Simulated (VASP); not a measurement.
Input of a VASP 6.6.1 run:

The input INCAR:

```
PREC = Accurate
ENCUT = 520
EDIFF = 1E-8
ISMEAR = -1
SIGMA = 0.03
LREAL = False
LASPH = True
NELM = 80
ALGO = Normal
ISIF = 2
LWAVE = False
LCHARG = False
GGA = PS
LEFG = True
NBANDS = 15
```

KPOINTS

```
regular mesh
0
Gamma
  7 7 7
```

Contents of POSCAR:

```
RbBr
1.0
    0.0000000000      3.3575313876      3.3575313876
    3.3575313876      0.0000000000      3.3575313876
    3.3575313876      3.3575313876      0.0000000000
Rb Br
1 1
Direct
    0.0000000000      0.0000000000      0.0000000000
    0.5000000000      0.5000000000      0.5000000000
```

Potentials or basis: VASP PAW PBE potentials, release 64 (Rb_sv, Br).

Launch:

```sh
$ cat potpaw_PBE.64/Rb_sv/POTCAR potpaw_PBE.64/Br/POTCAR > POTCAR
$ mpirun -np 1 vasp_std > vasp.out
```

**Question.** What does it give for the pressure?

**Answer.** 1.0 GPa.

**Question.** Estimate the band gap on the k mesh.

**Answer.** 4.36 eV, direct.

Caveat: without QUAD_EFG the Cq values of the log hold for a quadrupole moment of 1 mb, not for the nuclei; the PAW data sets were made with another functional, which shifts forces and pressure a little.
